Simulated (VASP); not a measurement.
A run of VASP 6.6.1 is set up as follows.

The input INCAR:

```
SYSTEM = Na3ScTe
PREC     = Accurate       ! precision mode
ENCUT    = 520            ! plane-wave cutoff, eV
EDIFF    = 1E-6           ! SCF threshold, eV
ISMEAR   = 0              ! smearing method
SIGMA    = 0.1            ! smearing width, eV
LREAL    = .False.        ! projectors in reciprocal space
LASPH    = .True.         ! aspherical terms in the spheres
NELM     = 100            ! most SCF steps
ALGO     = Fast           ! electronic algorithm
ISIF     = 2              ! what is computed and relaxed
LWAVE    = .False.        ! write WAVECAR
LCHARG   = .False.        ! write CHGCAR
GGA      = PE             ! functional
NBANDS   = 27             ! bands
```

KPOINTS

```
regular mesh
0
Gamma
  4 4 4
  0 0 0
```

The input POSCAR:

```
Na3ScTe
1.0
    4.2187031377      0.0000000000      0.0000000000
    0.0000000000      4.2187031377      0.0000000000
    0.0000000000      0.0000000000      8.9893344877
Na Sc Te
3 1 1
Direct
    0.5000000000      0.0000000000      0.0637211396
    0.0000000000      0.0000000000      0.4000875678
    0.0000000000      0.5000000000      0.0637211396
    0.5000000000      0.5000000000      0.7202452221
    0.0000000000      0.0000000000     -0.2477750690
```

Potentials or basis: VASP PAW PBE potentials, release 64 (Na_pv, Sc_sv, Te).

Run with:

```console
$ cat potpaw_PBE.64/Na_pv/POTCAR potpaw_PBE.64/Sc_sv/POTCAR potpaw_PBE.64/Te/POTCAR > POTCAR
$ mpirun -np 1 vasp_std > vasp.out
```

Task: Estimate the pressure.

Result: 0.0 GPa.

Task: What does it give for the band gap on the k mesh?

Result: Zero (bands 19 and 20 overlap by 1.07 eV).

Task: What does it give for the largest force?

Result: 0.015 eV/Å.

Forces in eV/Å, atoms in the order of the input:
```
Na   0.000  0.000 -0.003
Na   0.000  0.000 -0.004
Na   0.000  0.000 -0.003
Sc   0.000  0.000  0.015
Te   0.000  0.000 -0.004
```

Caveat: the k points lie up to 0.37 Å⁻¹ apart, too coarse for converged energies and pressures of a metal; spin-orbit coupling is left out, which moves the levels of the heavy elements.
